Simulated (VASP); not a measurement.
# Lu (Im-3m) in VASP: relaxation of cell and atoms with PBE

Aim: the relaxation of cell and atoms of Lu with PBE.

All numbers are computed with VASP 6.6.1; they aren't measurements. Logs are shortened: lines on timing, memory, paths and dates and some standing lists are left out, and cuts for length are marked.

**1. The cell of the first run**

Symmetry: Im-3m, No. 229, cubic system. The conventional cell has a = 3.277 Å, b = 3.277 Å, c = 3.277 Å, α = 90.00°, β = 90.00°, γ = 90.00°. Lu (site symmetry m-3m) has 14 Lu at 2.84 to 3.28 Å within 3.7 Å.

This isn't the form of Lu at room conditions, which is hcp.

**2. Relaxation of cell and atoms, PBE, target pressure 51 GPa, at which the enthalpy is minimised**

Contents of INCAR:

```
SYSTEM = Lu
  PREC = Accurate
  ENCUT = 600
  EDIFF = 1E-7
  ISMEAR = -1
  SIGMA = 0.08
  LREAL = .False.
  LASPH = .True.
  NELM = 100
  ALGO = Normal
  ISIF = 3
  LWAVE = .False.
  LCHARG = .False.
  GGA = PE
  IBRION = 2
  NSW = 32
  EDIFFG = -0.005
  PSTRESS = 510.0
```

Contents of KPOINTS:

```
regular mesh
0
Gamma
  16 16 16
  0 0 0
```

Contents of POSCAR:

```
Lu
1.0
   -1.6386288383      1.6386288383      1.6386288383
    1.6386288383     -1.6386288383      1.6386288383
    1.6386288383      1.6386288383     -1.6386288383
Lu
1
Direct
    0.0000000000      0.0000000000      0.0000000000
```

Potentials or basis: VASP PAW PBE potentials, release 64 (Lu).

The run is started by

```bash
$ cat potpaw_PBE.64/Lu/POTCAR > POTCAR
$ mpirun -np 1 vasp_std > vasp.out
```

OUTCAR:

```text
SYSTEM = Lu
   PREC = Accurate
   ENCUT = 600
   EDIFF = 1E-7
   ISMEAR = -1
   LREAL = .False.
   LASPH = .True.
   NELM = 100
   ISIF = 3
   GGA = PE
   IBRION = 2
   NSW = 32
   EDIFFG = -0.005
   PSTRESS = 510.0

 ion  position               nearest neighbor table
   1  0.000  0.000  0.000-

  LATTYP: Found a body centered cubic cell.
 ALAT       =     3.2772576766

  Lattice vectors:

 A1 = (  -1.6386288383,   1.6386288383,   1.6386288383)
 A2 = (   1.6386288383,  -1.6386288383,   1.6386288383)
 A3 = (   1.6386288383,   1.6386288383,  -1.6386288383)

Analysis of symmetry for initial positions (statically):
=====================================================================
 Subroutine PRICEL returns:
 Original cell was already a primitive cell.

 Routine SETGRP: Setting up the symmetry group for a
 body centered cubic supercell.

 Subroutine GETGRP returns: Found 48 space group operations
 (whereof 48 operations were pure point group operations)
 out of a pool of 48 trial point group operations.

The static configuration has the point symmetry O_h .

Analysis of symmetry for dynamics (positions and initial velocities):
=====================================================================
 Subroutine PRICEL returns:
 Original cell was already a primitive cell.

 Routine SETGRP: Setting up the symmetry group for a
 body centered cubic supercell.

 Subroutine GETGRP returns: Found 48 space group operations
 (whereof 48 operations were pure point group operations)
 out of a pool of 48 trial point group operations.

The dynamic configuration has the point symmetry O_h .

 Subroutine INISYM returns: Found 48 space group operations
 (whereof 48 operations are pure point group operations),
 and found     1 'primitive' translations

----------------------------------------------------------------------------------------

                                     Primitive cell

  volume of cell :      17.5996

  direct lattice vectors                    reciprocal lattice vectors
    -1.638628838  1.638628838  1.638628838     0.000000000  0.305133163  0.305133163
     1.638628838 -1.638628838  1.638628838     0.305133163  0.000000000  0.305133163
     1.638628838  1.638628838 -1.638628838     0.305133163  0.305133163  0.000000000

  length of vectors
     2.838188403  2.838188403  2.838188403     0.431523457  0.431523457  0.431523457

  position of ions in fractional coordinates (direct lattice)
     0.000000000  0.000000000  0.000000000

  ion indices of the primitive-cell ions
   primitive index   ion index
                 1           1

----------------------------------------------------------------------------------------

 KPOINTS: regular mesh

Automatic generation of k-mesh.
 Grid dimensions read from file:
 generate k-points for:   16   16   16

 Generating k-lattice:

  Cartesian coordinates                     Fractional coordinates (reciprocal lattice)
     0.000000000  0.019070823  0.019070823     0.062500000  0.000000000  0.000000000
     0.019070823  0.000000000  0.019070823     0.000000000  0.062500000  0.000000000
     0.019070823  0.019070823  0.000000000     0.000000000  0.000000000  0.062500000

  Length of vectors
     0.026970216  0.026970216  0.026970216

  Shift w.r.t. Gamma in fractional coordinates (k-lattice)
     0.000000000  0.000000000  0.000000000

 Subroutine IBZKPT returns following result:
 ===========================================

 Found    145 irreducible k-points:

 Following reciprocal coordinates:
            Coordinates               Weight
  0.000000  0.000000  0.000000      1.000000
  0.062500  0.000000  0.000000     12.000000
  0.125000  0.000000  0.000000     12.000000
  0.187500  0.000000  0.000000     12.000000
  0.250000  0.000000  0.000000     12.000000
  0.312500  0.000000  0.000000     12.000000
[... 16 lines left out ...]
  0.187500  0.187500  0.000000     24.000000
  0.250000  0.187500 -0.000000     48.000000
 [... further k-points ...]
   k-points           NKPTS =    145   k-points in BZ     NKDIM =    145   number of bands    NBANDS=     16
   number of dos      NEDOS =    301   number of ions     NIONS =      1
   total plane-waves  NPLWV =  13824
   dimension x,y,z NGX =    24 NGY =   24 NGZ =   24
   dimension x,y,z NGXF=    48 NGYF=   48 NGZF=   48
   ions per type =               1
   NGX,Y,Z   is equivalent  to a cutoff of  14.06, 14.06, 14.06 a.u.
   NGXF,Y,Z  is equivalent  to a cutoff of  28.12, 28.12, 28.12 a.u.
 SYSTEM =  Lu
   PREC   = accura    normal or accurate (medium, high low for compatibility)
   ISTART =      0    job   : 0-new  1-cont  2-samecut
   ICHARG =      2    charge: 1-file 2-atom 10-const
   ISPIN  =      1    spin polarized calculation?
   LNONCOLLINEAR =      F non collinear calculations
   LSORBIT =      F    spin-orbit coupling
   LASPH  =      T    aspherical Exc in radial PAW
   ENCUT  =  600.0 eV  44.10 Ry    6.64 a.u.   5.67  5.67  5.67*2*pi/ulx,y,z
   NELM   =    100;   NELMIN=  2; NELMDL= -5     # of ELM steps
   EDIFF  = 0.1E-06   stopping-criterion for ELM
   LREAL  =      F    real-space projection
   EDIFFG = -.5E-02   stopping-criterion for IOM
   NSW    =     32    number of steps for IOM
   IBRION =      2    ionic relax: 0-MD 1-quasi-New 2-CG
   NFREE  =      1    steps in history (QN), initial steepest desc. (CG)
   ISIF   =      3    stress and relaxation
   ISYM   =      2    0-nonsym 1-usesym 2-fastsym
   POTIM  = 0.5000    time-step for ionic-motion
   TEBEG  =    0.0;   TEEND  =   0.0 temperature during run
   PSTRESS=  510.0 pullay stress
   NELECT =      25.0000    total number of electrons
   NUPDOWN=      -1.0000    fix difference up-down
   EMIN   =  10.00;   EMAX   =-10.00  energy-range for DOS
   EFERMI =   0.00;   METHOD = LEGACY
   ISMEAR =    -1;   SIGMA  =   0.08  broadening in eV -4-tet -1-fermi 0-gaus
   EFERMI_NEDOS =   21; number of points for ismear=-14 and -15
   IALGO  =     38    algorithm
   IMIX   =      4    mixing-type and parameters
     AMIX     =   0.40;   BMIX     =  1.00
     AMIX_MAG =   1.60;   BMIX_MAG =  1.00
  volume/ion in A,a.u.               =      17.60       118.77
  Fermi-wavevector in a.u.,A,eV,Ry     =   1.840296  3.477654 46.078684  3.386688
  Thomas-Fermi vector in A             =   2.892662
   LORBIT       =      0    0 simple, 1 ext, 2 COOP (PROOUT), +10 PAW based schemes
   GGA     = PE    functional components
   LHFCALC =     F    Hartree Fock is set to
   AEXX    =    0.0000 exact exchange contribution
   IVDW    =     0    specifies the selected vdW correction
   LEPSILON=     F    determine dielectric tensor
   LRPA    =     F    only Hartree local field effects (RPA)
 conjugate gradient relaxation of ions
 non-spin polarized calculation
  energy-cutoff  :      600.00
  volume of cell :       17.60
 maximum number of plane-waves:       604
   NGX = 11   NGY = 11   NGZ = 11

--------------------------------------- Ionic step        1  -------------------------------------------

 number of electron      25.0000005 magnetization

 Free energy of the ion-electron system (eV)
  ---------------------------------------------------
  ext. energy  EPLUGINS =         0.00000000
  ---------------------------------------------------
  free energy    TOTEN  =        -3.04648217 eV

  energy without entropy =       -3.01306832  energy(sigma->0) =       -3.02977525

------------------------ aborting loop because EDIFF is reached ----------------------------------------

  FORCE on cell =-STRESS in cart. coord.  units (eV):
  Direction    XX          YY          ZZ          XY          YZ          ZX
  --------------------------------------------------------------------------------------
  -------------------------------------------------------------------------------------
  Total        5.7499285      5.7499285      5.7499285      0.0000000      0.0000000      0.0000000
  in kB      523.4452386    523.4452386    523.4452386      0.0000000      0.0000000      0.0000000
  external PRESSURE =      13.4452386 kB  Pullay stress =     510.0000000 kB

 VOLUME and BASIS-vectors are now :
 -----------------------------------------------------------------------------
  energy-cutoff  :      600.00
  volume of cell :       17.60
      direct lattice vectors                 reciprocal lattice vectors
    -1.638628838  1.638628838  1.638628838     0.000000000  0.305133163  0.305133163
     1.638628838 -1.638628838  1.638628838     0.305133163  0.000000000  0.305133163
     1.638628838  1.638628838 -1.638628838     0.305133163  0.305133163  0.000000000
[... 44 lines left out ...]
  FREE ENERGIE OF THE ION-ELECTRON SYSTEM (eV)
  ---------------------------------------------------
  free  energy   TOTEN  =        -3.1655372117 eV

  energy  without entropy=       -3.1314259746  energy(sigma->0) =       -3.14848159

  enthalpy is  TOTEN    =         2.5573030541 eV   P V=        5.7228402658

--------------------------------------- Ionic step        3  -------------------------------------------

 number of electron      25.0000001 magnetization

 Free energy of the ion-electron system (eV)
  ---------------------------------------------------
  ext. energy  EPLUGINS =         0.00000000
  ---------------------------------------------------
  free energy    TOTEN  =        -3.08707761 eV

  energy without entropy =       -3.05343043  energy(sigma->0) =       -3.07025402

 E-fermi :   4.5125     XC(G=0): -13.3540

 val. band max:        4.4980917778   @ k =   0.3750   0.2500   0.0000
 cond. band min:       4.5277034529   @ k =   0.2500   0.1875  -0.0000
 fundamental gap:      0.0296116751
 Fermi energy:         4.5124609747

 k-point     1 :       0.0000    0.0000    0.0000
  band No.  band energies     occupation
      1     -51.1831      2.00000
      2     -20.8164      2.00000
      3     -20.8164      2.00000
      4     -20.8164      2.00000
      5      -2.5490      2.00000
      6      -0.2466      2.00000
[... 8 lines left out ...]
     15       7.1744      0.00000
     16      10.7260      0.00000
[... 419 lines left out ...]
 k-point    24 :       0.2500    0.1875   -0.0000
  band No.  band energies     occupation
      1     -50.9442      2.00000
      2     -22.6008      2.00000
      3     -21.5522      2.00000
      4     -21.0208      2.00000
      5      -0.1833      2.00000
      6      -0.1570      2.00000
[... 8 lines left out ...]
     15      10.1048      0.00000
     16      12.2176      0.00000

 [... further k-points ...]

------------------------ aborting loop because EDIFF is reached ----------------------------------------

  FORCE on cell =-STRESS in cart. coord.  units (eV):
  Direction    XX          YY          ZZ          XY          YZ          ZX
  --------------------------------------------------------------------------------------
  -------------------------------------------------------------------------------------
  Total        5.6433619      5.6433619      5.6433619      0.0000000      0.0000000     -0.0000000
  in kB      510.0951155    510.0951155    510.0951155      0.0000000      0.0000000     -0.0000000
  external PRESSURE =       0.0951155 kB  Pullay stress =     510.0000000 kB

 VOLUME and BASIS-vectors are now :
 -----------------------------------------------------------------------------
  energy-cutoff  :      600.00
  volume of cell :       17.73
      direct lattice vectors                 reciprocal lattice vectors
    -1.642526719  1.642526719  1.642526719     0.000000000  0.304409051  0.304409051
     1.642526719 -1.642526719  1.642526719     0.304409051  0.000000000  0.304409051
     1.642526719  1.642526719 -1.642526719     0.304409051  0.304409051  0.000000000

 POSITION                                       TOTAL-FORCE (eV/Angst)
 -----------------------------------------------------------------------------------
      0.00000     -0.00000      0.00000         0.000000     -0.000000     -0.000000
 -----------------------------------------------------------------------------------
    total drift:                               -0.000000      0.000000      0.000000

  FREE ENERGIE OF THE ION-ELECTRON SYSTEM (eV)
  ---------------------------------------------------
  free  energy   TOTEN  =        -3.0870776055 eV

  energy  without entropy=       -3.0534304269  energy(sigma->0) =       -3.07025402

  enthalpy is  TOTEN    =         2.5552320055 eV   P V=        5.6423096110

 reached required accuracy - stopping structural energy minimisation
```

It took 69 s on 1 thread of Intel Xeon Platinum 8559C (Emerald Rapids), shared host; peak memory 0.19 GiB.

Results:

- Free energy: -3.0871 eV
- Relaxed volume: 17.73 Å³/atom
- Relaxed cell: a = 2.845 Å, b = 2.845 Å, c = 2.845 Å, α = 109.47°, β = 109.47°, γ = 109.47°
- Space group after relaxing (to 0.1 Å): Im-3m (No. 229)
- Energy change on relaxing (the run minimises the enthalpy): -40.6 meV/atom
- Ionic steps: 3
- Pressure after relaxing: 51.0 GPa
- Band gap on the k mesh: zero (an odd number of electrons rules out a gap without spin polarisation)

Step by step:
```csv
step,energy change (eV),largest force (eV/Å),pressure (GPa),volume (Å³)
1,0.0000,0.0000,52.34,17.60
2,-0.1191,0.0000,48.41,17.98
3,-0.0406,0.0000,51.01,17.73
```

Final structure:
```cif
data_structure
_symmetry_space_group_name_H-M 'P 1'
_symmetry_Int_Tables_number 1
_cell_length_a 2.8449
_cell_length_b 2.8449
_cell_length_c 2.8449
_cell_angle_alpha 109.471
_cell_angle_beta 109.471
_cell_angle_gamma 109.471
_cell_volume 17.73
loop_
_atom_site_label
_atom_site_type_symbol
_atom_site_fract_x
_atom_site_fract_y
_atom_site_fract_z
_atom_site_occupancy
Lu1 Lu 0.00000 0.00000 0.00000 1
```

Caveat: the cell is relaxed towards a set pressure, so the run minimises the enthalpy, not the energy; spin-orbit coupling is left out, which moves the levels of the heavy elements.
